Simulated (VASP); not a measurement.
# Al (Fm-3m) in VASP: elastic constants with PBE

Aim: the elastic constants of Al with PBE.

Everything below comes from runs of VASP 6.6.1. Logs are shortened: lines on timing, memory, paths and dates and some standing lists are left out, and cuts for length are marked.

### Step 1. The cell of the first run

The structure is cubic, space group Fm-3m (No. 225). The conventional cell has a = 4.042 Å, b = 4.042 Å, c = 4.042 Å, α = 90.00°, β = 90.00°, γ = 90.00°. Within 3.8 Å of Al (site symmetry m-3m) lie 12 Al at 2.86 Å.

### Step 2. Elastic constants, PBE

INCAR

```
PREC = Accurate
ENCUT = 600
EDIFF = 1E-8
ISMEAR = -1
SIGMA = 0.15
LREAL = F
LASPH = T
NELM = 100
ALGO = Fast
ISIF = 3
LWAVE = F
LCHARG = F
GGA = PE
IBRION = 6
NFREE = 2
POTIM = 0.015
NSW = 1
```

KPOINTS

```
regular mesh
0
Gamma
  18 18 18
```

POSCAR

```
Al
1.0
    0.0000000000      2.0211252891      2.0211252891
    2.0211252891      0.0000000000      2.0211252891
    2.0211252891      2.0211252891      0.0000000000
Al
1
Direct
    0.0000000000      0.0000000000      0.0000000000
```

Potentials or basis: VASP PAW PBE potentials, release 64 (Al).

Run with:

```sh
> cat potpaw_PBE.64/Al/POTCAR > POTCAR
> mpirun -np 1 vasp_std > vasp.out
```

OUTCAR:

```text
PREC = Accurate
   ENCUT = 600
   EDIFF = 1E-8
   ISMEAR = -1
   LREAL = F
   LASPH = T
   NELM = 100
   ISIF = 3
   GGA = PE
   IBRION = 6
   NFREE = 2
   POTIM = 0.015
   NSW = 1

 ion  position               nearest neighbor table
   1  0.000  0.000  0.000-

  LATTYP: Found a face centered cubic cell.
 ALAT       =     4.0422505782

  Lattice vectors:

 A1 = (   0.0000000000,   2.0211252891,   2.0211252891)
 A2 = (   2.0211252891,   0.0000000000,   2.0211252891)
 A3 = (   2.0211252891,   2.0211252891,   0.0000000000)

Analysis of symmetry for initial positions (statically):
=====================================================================
 Subroutine PRICEL returns:
 Original cell was already a primitive cell.

 Routine SETGRP: Setting up the symmetry group for a
 face centered cubic supercell.

 Subroutine GETGRP returns: Found 48 space group operations
 (whereof 48 operations were pure point group operations)
 out of a pool of 48 trial point group operations.

The static configuration has the point symmetry O_h .

Analysis of symmetry for dynamics (positions and initial velocities):
=====================================================================
 Subroutine PRICEL returns:
 Original cell was already a primitive cell.

 Routine SETGRP: Setting up the symmetry group for a
 face centered cubic supercell.

 Subroutine GETGRP returns: Found 48 space group operations
 (whereof 48 operations were pure point group operations)
 out of a pool of 48 trial point group operations.

The dynamic configuration has the point symmetry O_h .

 Subroutine INISYM returns: Found 48 space group operations
 (whereof 48 operations are pure point group operations),
 and found     1 'primitive' translations

----------------------------------------------------------------------------------------

                                     Primitive cell

  volume of cell :      16.5124

  direct lattice vectors                    reciprocal lattice vectors
     0.000000000  2.021125289  2.021125289    -0.247386940  0.247386940  0.247386940
     2.021125289  0.000000000  2.021125289     0.247386940 -0.247386940  0.247386940
     2.021125289  2.021125289  0.000000000     0.247386940  0.247386940 -0.247386940

  length of vectors
     2.858302795  2.858302795  2.858302795     0.428486749  0.428486749  0.428486749

  position of ions in fractional coordinates (direct lattice)
     0.000000000  0.000000000  0.000000000

  ion indices of the primitive-cell ions
   primitive index   ion index
                 1           1

----------------------------------------------------------------------------------------

 KPOINTS: regular mesh

Automatic generation of k-mesh.
 Grid dimensions read from file:
 generate k-points for:   18   18   18

 Generating k-lattice:

  Cartesian coordinates                     Fractional coordinates (reciprocal lattice)
    -0.013743719  0.013743719  0.013743719     0.055555556  0.000000000  0.000000000
     0.013743719 -0.013743719  0.013743719     0.000000000  0.055555556  0.000000000
     0.013743719  0.013743719 -0.013743719     0.000000000  0.000000000  0.055555556

  Length of vectors
     0.023804819  0.023804819  0.023804819

  Shift w.r.t. Gamma in fractional coordinates (k-lattice)
[... 88 lines left out ...]
 maximum number of plane-waves:       568
   NGX = 11   NGY = 11   NGZ = 11

--------------------------------------- Ionic step        1  -------------------------------------------

 number of electron       3.0000000 magnetization

 Free energy of the ion-electron system (eV)
  ---------------------------------------------------
  ext. energy  EPLUGINS =         0.00000000
  ---------------------------------------------------
  free energy    TOTEN  =        -3.75996248 eV

  energy without entropy =       -3.72864305  energy(sigma->0) =       -3.74430276

------------------------ aborting loop because EDIFF is reached ----------------------------------------

  FORCE on cell =-STRESS in cart. coord.  units (eV):
  Direction    XX          YY          ZZ          XY          YZ          ZX
  --------------------------------------------------------------------------------------
  -------------------------------------------------------------------------------------
  Total       -0.0044385     -0.0044385     -0.0044385     -0.0000000     -0.0000000      0.0000000
  in kB       -0.4306586     -0.4306586     -0.4306586     -0.0000000     -0.0000000      0.0000000
  external PRESSURE =      -0.4306586 kB  Pullay stress =       0.0000000 kB
[... 86 lines left out ...]
  FREE ENERGIE OF THE ION-ELECTRON SYSTEM (eV)
  ---------------------------------------------------
  free  energy   TOTEN  =        -3.7587648889 eV

  energy  without entropy=       -3.7279466541  energy(sigma->0) =       -3.74335577

[... ionic steps 4 to 12 ...]

--------------------------------------- Ionic step       13  -------------------------------------------

 number of electron       3.0000000 magnetization

------------------------ aborting loop because EDIFF is reached ----------------------------------------
[... 65 lines left out ...]
--------------------------------------- Ionic step       15  -------------------------------------------

 number of electron       3.0000000 magnetization

 Free energy of the ion-electron system (eV)
  ---------------------------------------------------
  ext. energy  EPLUGINS =         0.00000000
  ---------------------------------------------------
  free energy    TOTEN  =        -3.75996248 eV

  energy without entropy =       -3.72864304  energy(sigma->0) =       -3.74430276

 E-fermi :   7.9818     XC(G=0): -10.1939

 val. band max:        7.9772645413   @ k =  -0.2778   0.2778   0.0556
 cond. band min:       7.9850084553   @ k =  -0.2778   0.5000   0.2222
 fundamental gap:      0.0077439140
 Fermi energy:         7.9817723774

 k-point     1 :       0.0000    0.0000    0.0000
  band No.  band energies     occupation
      1      -3.1371      2.00000
      2      20.6072      0.00000
      3      20.6074      0.00000
      4      20.6075      0.00000
      5      22.0934      0.00000
[... 177 lines left out ...]
 k-point    24 :      -0.2222    0.0556    0.0000
  band No.  band energies     occupation
      1      -1.4967      2.00000
      2      11.8313      0.00000
      3      17.2722      0.00000
      4      20.1224      0.00000
      5      21.8676      0.00000

 [... further k-points ...]

------------------------ aborting loop because EDIFF is reached ----------------------------------------

  FORCE on cell =-STRESS in cart. coord.  units (eV):
  Direction    XX          YY          ZZ          XY          YZ          ZX
  --------------------------------------------------------------------------------------
  -------------------------------------------------------------------------------------
  Total       -0.0044496     -0.0044496     -0.0044496     -0.0000000      0.0000000      0.0000000
  in kB       -0.4317383     -0.4317383     -0.4317383     -0.0000000      0.0000000      0.0000000
  external PRESSURE =      -0.4317383 kB  Pullay stress =       0.0000000 kB
[... 16 lines left out ...]
  FREE ENERGIE OF THE ION-ELECTRON SYSTEM (eV)
  ---------------------------------------------------
  free  energy   TOTEN  =        -3.7599624755 eV

  energy  without entropy=       -3.7286430396  energy(sigma->0) =       -3.74430276

 INTERNAL STRAIN TENSORS FROM STRAINED CELLS
 ============================================

 INTERNAL STRAIN TENSOR FOR ION    1 for displacements in x,y,z  (eV/Angst):
          X           Y           Z          XY          YZ          ZX
  --------------------------------------------------------------------------------
  x    -0.00000     0.00000    -0.00000    -0.00000     0.00000     0.00000
  y     0.00000     0.00000     0.00000     0.00000    -0.00000     0.00000
  z     0.00000    -0.00000    -0.00000    -0.00000     0.00000     0.00000

 INTERNAL STRAIN TENSORS FROM DISPLACED ATOMS
 ============================================

 INTERNAL STRAIN TENSOR FOR ION    1 for displacements in x,y,z  (eV/Angst):
          X           Y           Z          XY          YZ          ZX
  --------------------------------------------------------------------------------
  x     0.00000     0.00000     0.00000     0.00000     0.00000     0.00000
  y     0.00000     0.00000     0.00000     0.00000     0.00000     0.00000
  z     0.00000     0.00000     0.00000     0.00000     0.00000     0.00000

 Eigenvectors and eigenvalues of the dynamical matrix
 ----------------------------------------------------

   1 f  =    0.000000 THz     0.000000 2PiTHz    0.000000 cm-1     0.000000 meV
             X         Y         Z           dx          dy          dz
      0.000000  0.000000  0.000000     0.707107    0.707107    0.000000

   2 f  =    0.000000 THz     0.000000 2PiTHz    0.000000 cm-1     0.000000 meV
             X         Y         Z           dx          dy          dz
      0.000000  0.000000  0.000000     0.000000    0.000000    1.000000

   3 f  =    0.000000 THz     0.000000 2PiTHz    0.000000 cm-1     0.000000 meV
             X         Y         Z           dx          dy          dz
      0.000000  0.000000  0.000000     0.707107   -0.707107    0.000000

--------------------------------------------------------------------------------------------------------

 ELASTIC MODULI CONTR FROM IONIC RELAXATION (kBar)
 Direction    XX          YY          ZZ          XY          YZ          ZX
 --------------------------------------------------------------------------------
 XX           0.0000      0.0000      0.0000      0.0000      0.0000      0.0000
 YY           0.0000      0.0000      0.0000      0.0000      0.0000      0.0000
 ZZ           0.0000      0.0000      0.0000      0.0000      0.0000      0.0000
 XY           0.0000      0.0000      0.0000      0.0000      0.0000      0.0000
 YZ           0.0000      0.0000      0.0000      0.0000      0.0000      0.0000
 ZX           0.0000      0.0000      0.0000      0.0000      0.0000      0.0000
 --------------------------------------------------------------------------------

 TOTAL ELASTIC MODULI (kBar)
 Direction    XX          YY          ZZ          XY          YZ          ZX
 --------------------------------------------------------------------------------
 XX        1041.3422    640.7110    640.7110     -0.0000     -0.0000     -0.0000
 YY         640.7110   1041.3422    640.7110     -0.0000     -0.0000      0.0000
 ZZ         640.7110    640.7110   1041.3422     -0.0000      0.0000      0.0000
 XY          -0.0000     -0.0000     -0.0000    264.0368      0.0000      0.0000
 YZ          -0.0000     -0.0000      0.0000      0.0000    264.0368      0.0000
 ZX          -0.0000      0.0000      0.0000      0.0000      0.0000    264.0368
 --------------------------------------------------------------------------------
```

Wall time 6.6 min (1 thread of Intel Xeon Platinum 8488C (Sapphire Rapids), shared host); peak memory 0.42 GiB.

Results:

```
Elastic constants C11, C12, C44 : 104, 64, 26 GPa
Voigt bulk modulus              : 77 GPa
```

Elastic tensor in Voigt notation (GPa, in the Cartesian axes of the cell as first typed):
```
104  64  64   0   0   0
 64 104  64   0   0   0
 64  64 104   0   0   0
  0   0   0  26   0   0
  0   0   0   0  26   0
  0   0   0   0   0  26
```

Clamped-ion elastic tensor (GPa):
```
104  64  64   0   0   0
 64 104  64   0   0   0
 64  64 104   0   0   0
  0   0   0  26   0   0
  0   0   0   0  26   0
  0   0   0   0   0  26
```
